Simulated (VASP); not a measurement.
# GaAs (zincblende type) (F-43m) in VASP: further runs

Runs on GaAs (zincblende type). Level: LDA. Tasks: single point.

All numbers are computed with VASP 6.6.1; they aren't measurements. Logs are shortened: lines on timing, memory, paths and dates and some standing lists are left out, and cuts for length are marked.

## Step 1: The cell of the first run

Symmetry: F-43m, No. 216, cubic system. Conventional cell: a = 5.489 Å, b = 5.489 Å, c = 5.489 Å, α = 90.00°, β = 90.00°, γ = 90.00°. Ga (site symmetry -43m) has 4 As at 2.38 Å within 3.1 Å. Within 3.1 Å of As (site symmetry -43m) lie 4 Ga at 2.38 Å.

## Step 2: Single point, LDA (20.67 Å³/atom)

Contents of INCAR:

```
SYSTEM = GaAs
ALGO = Normal ; EDIFF = 1E-7
ENCUT = 520 ; GGA = CA
ISIF = 2 ; ISMEAR = -1
LASPH = .TRUE. ; LCHARG = .FALSE.
LREAL = .FALSE. ; LWAVE = .FALSE.
NBANDS = 16 ; NELM = 100
PREC = Accurate ; SIGMA = 0.08
```

Contents of KPOINTS:

```
k-points
0
G
  13 13 13
  0 0 0
```

Contents of POSCAR:

```
GaAs
1.0
    0.0000000000      2.7445406976      2.7445406976
    2.7445406976      0.0000000000      2.7445406976
    2.7445406976      2.7445406976      0.0000000000
Ga As
1 1
Direct
    0.0000000000      0.0000000000      0.0000000000
    0.2500000000      0.2500000000      0.2500000000
```

Potentials or basis: VASP PAW LDA potentials, release 64 (Ga_d, As).

Command:

```bash
cat potpaw_LDA.64/Ga_d/POTCAR potpaw_LDA.64/As/POTCAR > POTCAR
mpirun -np 1 vasp_std > vasp.out
```

OUTCAR:

```text
SYSTEM = GaAs
   EDIFF = 1E-7
   ENCUT = 520
   GGA = CA
   ISIF = 2
   ISMEAR = -1
   LASPH = .TRUE.
   LREAL = .FALSE.
   NELM = 100
   PREC = Accurate

 ion  position               nearest neighbor table
   1  0.000  0.000  0.000-   2 2.38   2 2.38   2 2.38   2 2.38
   2  0.250  0.250  0.250-   1 2.38   1 2.38   1 2.38   1 2.38

  LATTYP: Found a face centered cubic cell.
 ALAT       =     5.4890813952

  Lattice vectors:

 A1 = (   0.0000000000,   2.7445406976,   2.7445406976)
 A2 = (   2.7445406976,   0.0000000000,   2.7445406976)
 A3 = (   2.7445406976,   2.7445406976,   0.0000000000)

Analysis of symmetry for initial positions (statically):
=====================================================================
 Subroutine PRICEL returns:
 Original cell was already a primitive cell.

 Routine SETGRP: Setting up the symmetry group for a
 face centered cubic supercell.

 Subroutine GETGRP returns: Found 24 space group operations
 (whereof 24 operations were pure point group operations)
 out of a pool of 48 trial point group operations.

The static configuration has the point symmetry T_d .

Analysis of symmetry for dynamics (positions and initial velocities):
=====================================================================
 Subroutine PRICEL returns:
 Original cell was already a primitive cell.

 Routine SETGRP: Setting up the symmetry group for a
 face centered cubic supercell.

 Subroutine GETGRP returns: Found 24 space group operations
 (whereof 24 operations were pure point group operations)
 out of a pool of 48 trial point group operations.

The dynamic configuration has the point symmetry T_d .

 Subroutine INISYM returns: Found 24 space group operations
 (whereof 24 operations are pure point group operations),
 and found     1 'primitive' translations

----------------------------------------------------------------------------------------

                                     Primitive cell

  volume of cell :      41.3465

  direct lattice vectors                    reciprocal lattice vectors
     0.000000000  2.744540698  2.744540698    -0.182179845  0.182179845  0.182179845
     2.744540698  0.000000000  2.744540698     0.182179845 -0.182179845  0.182179845
     2.744540698  2.744540698  0.000000000     0.182179845  0.182179845 -0.182179845

  length of vectors
     3.881366677  3.881366677  3.881366677     0.315544748  0.315544748  0.315544748

  position of ions in fractional coordinates (direct lattice)
     0.000000000  0.000000000  0.000000000
     0.250000000  0.250000000  0.250000000

  ion indices of the primitive-cell ions
   primitive index   ion index
                 1           1
                 2           2

----------------------------------------------------------------------------------------

 KPOINTS: k-points

Automatic generation of k-mesh.
 Grid dimensions read from file:
 generate k-points for:   13   13   13

 Generating k-lattice:

  Cartesian coordinates                     Fractional coordinates (reciprocal lattice)
    -0.014013834  0.014013834  0.014013834     0.076923077  0.000000000  0.000000000
     0.014013834 -0.014013834  0.014013834     0.000000000  0.076923077  0.000000000
     0.014013834  0.014013834 -0.014013834     0.000000000  0.000000000  0.076923077

  Length of vectors
     0.024272673  0.024272673  0.024272673

  Shift w.r.t. Gamma in fractional coordinates (k-lattice)
     0.000000000  0.000000000  0.000000000

 Subroutine IBZKPT returns following result:
 ===========================================

 Found     84 irreducible k-points:

 Following reciprocal coordinates:
            Coordinates               Weight
  0.000000  0.000000  0.000000      1.000000
  0.076923  0.000000  0.000000      8.000000
  0.153846  0.000000  0.000000      8.000000
  0.230769  0.000000  0.000000      8.000000
  0.307692  0.000000  0.000000      8.000000
  0.384615  0.000000  0.000000      8.000000
[... 16 lines left out ...]
  0.384615  0.153846  0.000000     24.000000
  0.461538  0.153846  0.000000     24.000000
 [... further k-points ...]
   k-points           NKPTS =     84   k-points in BZ     NKDIM =     84   number of bands    NBANDS=     16
   number of dos      NEDOS =    301   number of ions     NIONS =      2
   total plane-waves  NPLWV =  27000
   dimension x,y,z NGX =    30 NGY =   30 NGZ =   30
   dimension x,y,z NGXF=    60 NGYF=   60 NGZF=   60
   ions per type =               1   1
   NGX,Y,Z   is equivalent  to a cutoff of  12.85, 12.85, 12.85 a.u.
   NGXF,Y,Z  is equivalent  to a cutoff of  25.70, 25.70, 25.70 a.u.
 SYSTEM =  GaAs
   PREC   = accura    normal or accurate (medium, high low for compatibility)
   ISTART =      0    job   : 0-new  1-cont  2-samecut
   ICHARG =      2    charge: 1-file 2-atom 10-const
   ISPIN  =      1    spin polarized calculation?
   LNONCOLLINEAR =      F non collinear calculations
   LSORBIT =      F    spin-orbit coupling
   LASPH  =      T    aspherical Exc in radial PAW
   ENCUT  =  520.0 eV  38.22 Ry    6.18 a.u.   7.22  7.22  7.22*2*pi/ulx,y,z
   NELM   =    100;   NELMIN=  2; NELMDL= -5     # of ELM steps
   EDIFF  = 0.1E-06   stopping-criterion for ELM
   LREAL  =      F    real-space projection
   EDIFFG = 0.1E-05   stopping-criterion for IOM
   NSW    =      0    number of steps for IOM
   IBRION =     -1    ionic relax: 0-MD 1-quasi-New 2-CG
   NFREE  =      0    steps in history (QN), initial steepest desc. (CG)
   ISIF   =      2    stress and relaxation
   ISYM   =      2    0-nonsym 1-usesym 2-fastsym
   POTIM  = 0.5000    time-step for ionic-motion
   TEBEG  =    0.0;   TEEND  =   0.0 temperature during run
   PSTRESS=    0.0 pullay stress
   NELECT =      18.0000    total number of electrons
   NUPDOWN=      -1.0000    fix difference up-down
   EMIN   =  10.00;   EMAX   =-10.00  energy-range for DOS
   EFERMI =   0.00;   METHOD = LEGACY
   ISMEAR =    -1;   SIGMA  =   0.08  broadening in eV -4-tet -1-fermi 0-gaus
   EFERMI_NEDOS =   21; number of points for ismear=-14 and -15
   IALGO  =     38    algorithm
   IMIX   =      4    mixing-type and parameters
     AMIX     =   0.40;   BMIX     =  1.00
     AMIX_MAG =   1.60;   BMIX_MAG =  1.00
  volume/ion in A,a.u.               =      20.67       139.51
  Fermi-wavevector in a.u.,A,eV,Ry     =   1.240755  2.344687 20.945797  1.539473
  Thomas-Fermi vector in A             =   2.375182
   LORBIT       =      0    0 simple, 1 ext, 2 COOP (PROOUT), +10 PAW based schemes
   GGA     = CA    functional components
   LHFCALC =     F    Hartree Fock is set to
   AEXX    =    0.0000 exact exchange contribution
   IVDW    =     0    specifies the selected vdW correction
   LEPSILON=     F    determine dielectric tensor
   LRPA    =     F    only Hartree local field effects (RPA)
 non-spin polarized calculation
  energy-cutoff  :      520.00
  volume of cell :       41.35
 maximum number of plane-waves:      1139
 NGX is ok and might be reduce to    30
   NGX = 15   NGY = 15   NGZ = 15

 number of electron      17.9999997 magnetization

 Free energy of the ion-electron system (eV)
  ---------------------------------------------------
  ext. energy  EPLUGINS =         0.00000000
  ---------------------------------------------------
  free energy    TOTEN  =        -9.59489358 eV

  energy without entropy =       -9.59487575  energy(sigma->0) =       -9.59488467

 E-fermi :   5.2223     XC(G=0): -10.3093

 val. band max:        4.6894059333   @ k =   0.0000   0.0000   0.0000
 cond. band min:       5.7072606029   @ k =   0.0000   0.0000   0.0000
 fundamental gap:      1.0178546697
 Fermi energy:         5.2222945497

 k-point     1 :       0.0000    0.0000    0.0000
  band No.  band energies     occupation
      1     -10.4266      2.00000
      2     -10.4266      2.00000
      3     -10.4266      2.00000
      4     -10.3243      2.00000
      5     -10.3243      2.00000
      6      -8.7488      2.00000
[... 8 lines left out ...]
     15      15.0870      0.00000
     16      15.0870      0.00000

 k-point     2 :       0.0769    0.0000    0.0000
  band No.  band energies     occupation
      1     -10.4348      2.00000
      2     -10.4247      2.00000
      3     -10.4247      2.00000
      4     -10.3245      2.00000
      5     -10.3245      2.00000
      6      -8.6690      2.00000
[... 8 lines left out ...]
     15      14.5052      0.00000
     16      14.5052      0.00000

 k-point     3 :       0.1538    0.0000    0.0000
  band No.  band energies     occupation
      1     -10.4557      2.00000
      2     -10.4197      2.00000
      3     -10.4197      2.00000
      4     -10.3247      2.00000
      5     -10.3247      2.00000
      6      -8.4363      2.00000
[... 8 lines left out ...]
     15      13.8971      0.00000
     16      13.8971      0.00000

 k-point     4 :       0.2308    0.0000    0.0000
  band No.  band energies     occupation
      1     -10.4820      2.00000
      2     -10.4133      2.00000
      3     -10.4133      2.00000
      4     -10.3243      2.00000
      5     -10.3243      2.00000
      6      -8.0689      2.00000
[... 8 lines left out ...]
     15      13.7675      0.00000
     16      13.7675      0.00000
[... 324 lines left out ...]
 k-point    22 :       0.3077    0.1538    0.0000
  band No.  band energies     occupation
      1     -10.5088      2.00000
      2     -10.4024      2.00000
      3     -10.3994      2.00000
      4     -10.3349      2.00000
      5     -10.3178      2.00000
      6      -7.6679      2.00000
[... 8 lines left out ...]
     15      15.4502      0.00000
     16      15.5981      0.00000

 k-point    23 :       0.3846    0.1538    0.0000
  band No.  band energies     occupation
      1     -10.5257      2.00000
      2     -10.3991      2.00000
      3     -10.3945      2.00000
      4     -10.3337      2.00000
      5     -10.3168      2.00000
      6      -7.1945      2.00000
[... 8 lines left out ...]
     15      15.5375      0.00000
     16      16.3404      0.00000

 k-point    24 :       0.4615    0.1538    0.0000
  band No.  band energies     occupation
      1     -10.5371      2.00000
      2     -10.3973      2.00000
      3     -10.3920      2.00000
      4     -10.3305      2.00000
      5     -10.3170      2.00000
      6      -6.7380      2.00000
[... 8 lines left out ...]
     15      16.5426      0.00000
     16      17.2550      0.00000

 [... further k-points ...]

------------------------ aborting loop because EDIFF is reached ----------------------------------------

  FORCE on cell =-STRESS in cart. coord.  units (eV):
  Direction    XX          YY          ZZ          XY          YZ          ZX
  --------------------------------------------------------------------------------------
  -------------------------------------------------------------------------------------
  Total        1.4756741      1.4756741      1.4756741      0.0000000      0.0000000     -0.0000000
  in kB       57.1823529     57.1823529     57.1823529      0.0000000      0.0000000     -0.0000000
  external PRESSURE =      57.1823529 kB  Pullay stress =       0.0000000 kB

 VOLUME and BASIS-vectors are now :
 -----------------------------------------------------------------------------
  energy-cutoff  :      520.00
  volume of cell :       41.35
      direct lattice vectors                 reciprocal lattice vectors
     0.000000000  2.744540698  2.744540698    -0.182179845  0.182179845  0.182179845
     2.744540698  0.000000000  2.744540698     0.182179845 -0.182179845  0.182179845
     2.744540698  2.744540698  0.000000000     0.182179845  0.182179845 -0.182179845

 POSITION                                       TOTAL-FORCE (eV/Angst)
 -----------------------------------------------------------------------------------
      0.00000      0.00000      0.00000        -0.000000      0.000000     -0.000000
      1.37227      1.37227      1.37227         0.000000     -0.000000      0.000000
 -----------------------------------------------------------------------------------
    total drift:                               -0.000000     -0.000000     -0.000000

  FREE ENERGIE OF THE ION-ELECTRON SYSTEM (eV)
  ---------------------------------------------------
  free  energy   TOTEN  =        -9.5948935832 eV

  energy  without entropy=       -9.5948757537  energy(sigma->0) =       -9.59488467
```

Run time: 93 s. Hardware: 1 thread of Intel Xeon 8259CL, shared host; peak memory 0.19 GiB.

Results:

```
Free energy            : -9.5949 eV
Pressure               : 5.7 GPa
Band gap on the k mesh : 1.02 eV
```

Caveat: the cell stands under pressure; an odd mesh through Γ misses points on the zone boundary, where band edges can lie.

## Step 3: Single point, LDA

This run uses another cell than the first one, of 21.99 Å³/atom.

Contents of INCAR:

```
  PREC = Accurate
  ENCUT = 520
  EDIFF = 1E-6
  ISMEAR = -1
  SIGMA = 0.08
  LREAL = False
  LASPH = True
  NELM = 80
  ALGO = Normal
  ISIF = 2
  LWAVE = False
  LCHARG = True
  GGA = CA
  LELF = True
  LVHAR = True
  NBANDS = 16
```

Contents of KPOINTS:

```
regular mesh
0
Gamma
  13 13 13
```

Contents of POSCAR:

```
GaAs
1.0
    0.0000000000      2.8017350116      2.8017350116
    2.8017350116      0.0000000000      2.8017350116
    2.8017350116      2.8017350116      0.0000000000
Ga As
1 1
Direct
    0.0000000000      0.0000000000      0.0000000000
    0.2500000000      0.2500000000      0.2500000000
```

Potentials or basis: VASP PAW LDA potentials, release 64 (Ga_d, As).

Command:

```bash
cat potpaw_LDA.64/Ga_d/POTCAR potpaw_LDA.64/As/POTCAR > POTCAR
mpirun -np 1 vasp_std > vasp.out
```

OUTCAR:

```text
PREC = Accurate
   ENCUT = 520
   EDIFF = 1E-6
   ISMEAR = -1
   LREAL = False
   LASPH = True
   NELM = 80
   ISIF = 2
   GGA = CA

 ion  position               nearest neighbor table
   1  0.000  0.000  0.000-   2 2.43   2 2.43   2 2.43   2 2.43
   2  0.250  0.250  0.250-   1 2.43   1 2.43   1 2.43   1 2.43

  LATTYP: Found a face centered cubic cell.
 ALAT       =     5.6034700232

  Lattice vectors:

 A1 = (   0.0000000000,   2.8017350116,   2.8017350116)
 A2 = (   2.8017350116,   0.0000000000,   2.8017350116)
 A3 = (   2.8017350116,   2.8017350116,   0.0000000000)

Analysis of symmetry for initial positions (statically):
=====================================================================
 Subroutine PRICEL returns:
 Original cell was already a primitive cell.

 Routine SETGRP: Setting up the symmetry group for a
 face centered cubic supercell.

 Subroutine GETGRP returns: Found 24 space group operations
 (whereof 24 operations were pure point group operations)
 out of a pool of 48 trial point group operations.

The static configuration has the point symmetry T_d .

[... 158 lines left out ...]
  energy without entropy =       -9.64214254  energy(sigma->0) =       -9.64218738

 E-fermi :   4.4278     XC(G=0): -10.0312

 val. band max:        4.0589144537   @ k =   0.0000   0.0000   0.0000
 cond. band min:       4.5940450472   @ k =   0.0000   0.0000   0.0000
 fundamental gap:      0.5351305935
 Fermi energy:         4.4278046980

 k-point     1 :       0.0000    0.0000    0.0000
  band No.  band energies     occupation
      1     -10.9186      2.00000
      2     -10.9186      2.00000
      3     -10.9186      2.00000
      4     -10.8337      2.00000
      5     -10.8337      2.00000
      6      -8.9005      2.00000
[... 433 lines left out ...]
      3     -10.8904      2.00000
      4     -10.8384      2.00000
      5     -10.8277      2.00000
      6      -7.0811      2.00000
[... 8 lines left out ...]
     15      15.4864      0.00000
     16      16.3050      0.00000

 [... further k-points ...]

------------------------ aborting loop because EDIFF is reached ----------------------------------------

  FORCE on cell =-STRESS in cart. coord.  units (eV):
  Direction    XX          YY          ZZ          XY          YZ          ZX
  --------------------------------------------------------------------------------------
  -------------------------------------------------------------------------------------
  Total        0.0872692      0.0872692      0.0872692     -0.0000000      0.0000000      0.0000000
  in kB        3.1787801      3.1787801      3.1787801     -0.0000000      0.0000000      0.0000000
  external PRESSURE =       3.1787801 kB  Pullay stress =       0.0000000 kB

 VOLUME and BASIS-vectors are now :
 -----------------------------------------------------------------------------
  energy-cutoff  :      520.00
  volume of cell :       43.99
      direct lattice vectors                 reciprocal lattice vectors
     0.000000000  2.801735012  2.801735012    -0.178460846  0.178460846  0.178460846
     2.801735012  0.000000000  2.801735012     0.178460846 -0.178460846  0.178460846
     2.801735012  2.801735012  0.000000000     0.178460846  0.178460846 -0.178460846

 POSITION                                       TOTAL-FORCE (eV/Angst)
 -----------------------------------------------------------------------------------
      0.00000      0.00000      0.00000         0.000000      0.000000      0.000000
      1.40087      1.40087      1.40087        -0.000000     -0.000000     -0.000000
 -----------------------------------------------------------------------------------
    total drift:                               -0.000000     -0.000000     -0.000000

  FREE ENERGIE OF THE ION-ELECTRON SYSTEM (eV)
  ---------------------------------------------------
  free  energy   TOTEN  =        -9.6422322274 eV

  energy  without entropy=       -9.6421425373  energy(sigma->0) =       -9.64218738
```

Run time: 88 s. Hardware: 1 thread of Intel Xeon 8259CL, shared host; peak memory 0.19 GiB.

What came out:

```
Free energy            : -9.6422 eV
Pressure               : 0.3 GPa
Band gap on the k mesh : 0.54 eV
```

Caveat: an odd mesh through Γ misses points on the zone boundary, where band edges can lie.
